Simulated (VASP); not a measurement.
# Hf3SnS4 (P3m1) in VASP: a series of runs, part 2 of 2

VASP 6.6.1.

## (3) Relaxation of cell and atoms, PBE

This run uses another cell than the first one, of 22.21 Å³/atom.

Contents of INCAR:

```
PREC = Accurate
ENCUT = 600
EDIFF = 1E-7
ISMEAR = 0
SIGMA = 0.15
LREAL = False
LASPH = True
NELM = 80
ALGO = Normal
ISIF = 3
LWAVE = False
LCHARG = False
GGA = PE
IBRION = 2
NSW = 36
EDIFFG = -0.08
```

Contents of KPOINTS:

```
regular mesh
0
Gamma
  4 4 1
```

Contents of POSCAR:

```
Hf3SnS4
1.0
    3.6500000000      0.0000000000      0.0000000000
   -1.8250000000      3.1609927200      0.0000000000
    0.0000000000      0.0000000000     15.4000000000
Hf Sn S
3 1 4
Direct
    0.6666666700      0.3333333300      0.0000000000
    0.3333333300      0.6666666700      0.3770000000
    0.3333333300      0.6666666700      0.6230000000
    0.0000000000      0.0000000000      0.5000000000
    0.0000000000      0.0000000000      0.9060000000
    0.3333333300      0.6666666700      0.0940000000
    0.6666666700      0.3333333300      0.2820000000
    0.6666666700      0.3333333300      0.7180000000
```

Potentials or basis: VASP PAW PBE potentials, release 64 (Hf_pv, Sn_d, S).

On the command line:

```bash
$ cat potpaw_PBE.64/Hf_pv/POTCAR potpaw_PBE.64/Sn_d/POTCAR potpaw_PBE.64/S/POTCAR > POTCAR
$ mpirun -np 1 vasp_std > vasp.out
```

Run time: 8.4 min. Hardware: 1 thread of Intel Xeon 6975P-C (Granite Rapids), shared host; peak memory 0.36 GiB.

Results (log left out):

```yaml
Free_energy: -59.8943 eV
Relaxed_volume: 23.83 Å³/atom
Relaxed_cell: a = 3.579 Å, b = 3.579 Å, c = 17.185 Å, α = 90.00°, β = 90.00°, γ = 120.00°
Space_group_after_relaxing_to_0.1_Å: P3m1 (No. 156)
Energy_gained_by_relaxing: 94.9 meV/atom
Ionic_steps: 19
Pressure_after_relaxing: 0.0 GPa
Largest_force_after_relaxing: 0.075 eV/Å
Band_gap_on_the_k_mesh: zero (bands 34 and 35 overlap by 1.27 eV)
```

Forces in eV/Å, atoms in the order of the input:
```
Hf   0.000  0.000 -0.004
Hf   0.000  0.000  0.057
Hf   0.000  0.000 -0.075
Sn   0.000  0.000  0.001
S    0.000  0.000  0.031
S    0.000  0.000 -0.015
S    0.000  0.000 -0.029
S    0.000  0.000  0.034
```

Stress tensor (GPa, compression positive):
```
-0.03  0.00  0.00
 0.00 -0.03  0.00
 0.00  0.00  0.14
```

The path:
```csv
step,energy change (eV),largest force (eV/Å),pressure (GPa),volume (Å³)
1,0.0000,2.3052,3.09,177.68
2,-0.3839,0.6950,-1.76,188.92
3,-0.3845,0.6742,-1.61,188.43
4,-0.4110,0.4922,1.90,183.90
5,-0.4260,0.2982,0.53,185.57
6,-0.4545,0.2038,0.45,186.45
7,-0.5565,0.2694,0.29,189.02
8,-0.6229,1.1994,0.76,193.82
9,-0.6439,0.8393,0.49,192.11
10,-0.6569,0.8399,0.37,192.63
11,-0.6773,0.8429,0.02,194.15
12,-0.6782,0.8437,-0.07,194.58
13,-0.6892,0.7682,-0.14,194.45
14,-0.7168,0.5422,-0.34,194.05
15,-0.7481,0.1314,-0.73,193.26
16,-0.7519,0.1213,-0.91,192.87
17,-0.7585,0.1284,-0.10,191.01
18,-0.7587,0.1347,0.04,190.68
19,-0.7596,0.0745,0.02,190.62
```

Final structure:
```
Hf Sn S
1.0
     3.57881    0.00000    0.00000
    -1.78940    3.09934    0.00000
     0.00000    0.00000   17.18503
Hf Sn S
3 1 4
Direct
  0.66667 0.33333 0.00046
  0.33333 0.66667 0.36705
  0.33333 0.66667 0.63247
  0.00000 0.00000 0.49978
  0.00000 0.00000 0.91447
  0.33333 0.66667 0.08620
  0.66667 0.33333 0.28555
  0.66667 0.33333 0.71402
```

Levels at points of the mesh, in eV from the Fermi level:
| k point | band 32 | band 33 | band 34 | band 35 | band 36 | band 37 |
| --- | --- | --- | --- | --- | --- | --- |
| (0.00, 0.00, 0.00) | -0.88 | 0.96 | 1.14 | 1.14 | 1.16 | 1.16 |
| (0.50, 0.00, 0.00) | -2.34 | -1.92 | -0.28 | -0.13 | 0.20 | 0.76 |

Caveat: the k points lie up to 0.51 Å⁻¹ apart in the final cell, too coarse for converged energies and pressures of a metal; spin-orbit coupling is left out, which moves the levels of the heavy elements; this functional lacks dispersion, which binds the layers, so the pressure and a relaxed spacing across them are unreliable; the relaxation stopped at a loose force limit of 0.08 eV/Å, so its end isn't a converged minimum.

## (4) Single point, PBE

This run uses another cell than the first one, of 25.21 Å³/atom.

Contents of INCAR:

```
PREC = Accurate
ENCUT = 520
EDIFF = 1E-7
ISMEAR = 0
SIGMA = 0.1
LREAL = False
LASPH = True
NELM = 60
ALGO = Normal
ISIF = 2
LWAVE = False
LCHARG = False
GGA = PE
NBANDS = 44
```

Contents of KPOINTS:

```
regular mesh
0
Gamma
  12 12 2
```

Contents of POSCAR:

```
Hf3SnS4
1.0
    3.6222409492      0.0000000000      0.0000000000
   -1.8111204746      3.1369526807      0.0000000000
    0.0000000000      0.0000000000     17.7490045710
Hf Sn S
3 1 4
Direct
    0.6666666667      0.3333333333      0.0015482829
    0.3333333333      0.6666666667      0.3753227336
    0.3333333333      0.6666666667      0.6228399018
    0.0000000000      0.0000000000      0.4990944404
    0.0000000000      0.0000000000      0.9191713060
    0.3333333333      0.6666666667      0.0838702957
    0.6666666667      0.3333333333      0.2975987839
    0.6666666667      0.3333333333      0.7005542555
```

On the command line:

```bash
$ cat potpaw_PBE.64/Hf_pv/POTCAR potpaw_PBE.64/Sn_d/POTCAR potpaw_PBE.64/S/POTCAR > POTCAR
$ mpirun -np 1 vasp_std > vasp.out
```

Run time: 4.3 min. Hardware: 1 thread of Intel Xeon 6975P-C (Granite Rapids), shared host; peak memory 0.5 GiB.

Results (log left out):

```yaml
Free_energy: -59.8989 eV
Pressure: -0.4 GPa
Largest_force: 0.065 eV/Å
Band_gap_on_the_k_mesh: zero (bands 34 and 35 overlap by 1.00 eV)
```

Forces on the atoms (eV/Å):
```
Hf   0.000  0.000  0.000
Hf   0.000  0.000 -0.040
Hf   0.000  0.000  0.037
Sn   0.000  0.000 -0.001
S    0.000  0.000  0.064
S    0.000  0.000 -0.065
S    0.000  0.000  0.060
S    0.000  0.000 -0.056
```

Levels at points of the mesh, in eV from the Fermi level:
```csv
k point,band 30,band 31,band 32,band 33,band 34,band 35,band 36,band 37,band 38,band 39
"(0.00, 0.00, 0.00)",-1.84,-1.16,-1.16,0.93,0.93,1.03,1.09,1.09,1.19,1.19
"(0.50, 0.00, 0.00)",-3.27,-2.50,-2.36,-2.20,-0.23,-0.03,0.09,0.57,1.87,2.98
"(0.00, 0.00, 0.50)",-2.07,-1.16,-1.16,0.93,0.93,1.09,1.09,1.14,1.19,1.19
"(0.50, 0.00, 0.50)",-3.30,-2.50,-2.35,-2.20,-0.24,0.00,0.08,0.57,1.87,2.98
```

Caveat: spin-orbit coupling is left out, which moves the levels of the heavy elements; this functional lacks dispersion, which binds the layers, so the pressure and a relaxed spacing across them are unreliable.

## (5) Single point, PBE

This run uses another cell than the first one, of 25.28 Å³/atom.

Contents of INCAR:

```
PREC = Accurate ; ENCUT = 520
EDIFF = 1E-7 ; ISMEAR = 0
SIGMA = 0.1 ; LREAL = False
LASPH = True ; NELM = 60
ALGO = Normal ; ISIF = 2
LWAVE = False ; LCHARG = False
GGA = PE ; NBANDS = 44
```

Contents of KPOINTS:

```
Automatic mesh
0
Gamma
  12 12 2
```

Contents of POSCAR:

```
Hf3SnS4
1.0
    3.6230945819      0.0000000000      0.0000000000
   -1.8115472909      3.1376919482      0.0000000000
    0.0000000000      0.0000000000     17.7878102532
Hf Sn S
3 1 4
Direct
    0.6666666667      0.3333333333      0.0013340961
    0.3333333333      0.6666666667      0.3757937143
    0.3333333333      0.6666666667      0.6226195488
    0.0000000000      0.0000000000      0.4992129879
    0.0000000000      0.0000000000      0.9191471826
    0.3333333333      0.6666666667      0.0834678577
    0.6666666667      0.3333333333      0.2982914816
    0.6666666667      0.3333333333      0.7001331306
```

On the command line:

```bash
$ cat potpaw_PBE.64/Hf_pv/POTCAR potpaw_PBE.64/Sn_d/POTCAR potpaw_PBE.64/S/POTCAR > POTCAR
$ mpirun -np 1 vasp_std > vasp.out
```

Run time: 4.8 min. Hardware: 1 thread of Intel Xeon 6975P-C (Granite Rapids), shared host; peak memory 0.49 GiB.

Results (log left out):

```
Free energy            : -59.8989 eV
Pressure               : -0.4 GPa
Largest force          : 0.067 eV/Å
Band gap on the k mesh : zero (bands 34 and 35 overlap by 1.00 eV)
```

Forces on the atoms (eV/Å):
```
Hf   0.000  0.000  0.000
Hf   0.000  0.000 -0.038
Hf   0.000  0.000  0.037
Sn   0.000  0.000  0.000
S    0.000  0.000  0.067
S    0.000  0.000 -0.067
S    0.000  0.000  0.056
S    0.000  0.000 -0.056
```

Levels at points of the mesh, in eV from the Fermi level:
```csv
k point,band 30,band 31,band 32,band 33,band 34,band 35,band 36,band 37,band 38,band 39
"(0.00, 0.00, 0.00)",-1.84,-1.16,-1.16,0.93,0.93,1.03,1.08,1.08,1.18,1.18
"(0.50, 0.00, 0.00)",-3.27,-2.50,-2.36,-2.20,-0.23,-0.02,0.09,0.57,1.87,2.98
"(0.00, 0.00, 0.50)",-2.07,-1.16,-1.16,0.93,0.93,1.08,1.08,1.14,1.18,1.18
"(0.50, 0.00, 0.50)",-3.30,-2.50,-2.35,-2.20,-0.24,0.00,0.08,0.57,1.87,2.98
```

Caveat: spin-orbit coupling is left out, which moves the levels of the heavy elements; this functional lacks dispersion, which binds the layers, so the pressure and a relaxed spacing across them are unreliable.

## (6) The runs side by side

```tsv
task	cell	k mesh	cutoff (eV)	smearing	gap on the mesh (eV)	pressure (GPa)	largest force (eV/Å)
single point	a = 3.579, b = 3.579, c = 17.416 Å, angles 90.0, 90.0, 120.0°, 8 atoms, atomic positions A	4 × 4 × 1	520	gaussian 0.15 eV	none	-0.2	0.09
relaxation of cell and atoms	relaxed from a = 3.650, b = 3.650, c = 15.400 Å, angles 90.0, 90.0, 120.0°, 8 atoms, atomic positions B	4 × 4 × 1	600	gaussian 0.15 eV	none	0.0	0.07
single point	a = 3.622, b = 3.622, c = 17.749 Å, angles 90.0, 90.0, 120.0°, 8 atoms, atomic positions C	12 × 12 × 2	520	gaussian 0.1 eV	none	-0.4	0.06
single point	a = 3.623, b = 3.623, c = 17.788 Å, angles 90.0, 90.0, 120.0°, 8 atoms, atomic positions C	12 × 12 × 2	520	gaussian 0.1 eV	none	-0.4	0.07
```

Alike in all rows: level PBE; potentials or basis VASP PAW PBE potentials, release 64 (Hf_pv, Sn_d, S); no spin polarisation.

Caveats: some runs use coarse meshes; spin-orbit coupling is left out, which moves the levels of the heavy elements; this functional lacks dispersion, which binds the layers, so the pressure and a relaxed spacing across them are unreliable; the relaxation stopped at a loose force limit of 0.08 eV/Å, so its end isn't a converged minimum (at least some runs).

Absolute energies hang on the potentials; compare differences alone.
